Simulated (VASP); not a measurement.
The system is HgTe.

```xyz
2
Lattice="0.0082 3.2892 3.2892 3.2892 0.0082 3.2892 3.2974 3.2974 0.0000" Properties=species:S:1:pos:R:3 pbc="T T T"
Hg    0.0000    0.0000    0.0035
Te    1.6487    1.6487    1.6411
```

This cell differs from its parent crystal: shear xy strain +0.5%.

Base run:

```yaml
Program: VASP 6.6.1
Functional: PBE
Potentials_or_basis: VASP PAW PBE potentials, release 64 (Hg, Te)
Cutoff: 520 eV
k_mesh: 6 × 6 × 6
Occupations: fermi-dirac, width 0.02 eV
Spin: no spin polarisation
```

Its results: band gap on the k mesh 0.01 eV; pressure 1.3 GPa.

The run is repeated on the same cell with these changes: functional from PBE to r2SCAN. What comes out?

Band gap on the k mesh 0.01 eV; pressure 0.0 GPa.

Caveats: the smearing spreads over this small gap; spin-orbit coupling is left out, which moves the levels of the heavy elements; the PAW data sets were made with another functional, which shifts forces and pressure a little (at least some runs).

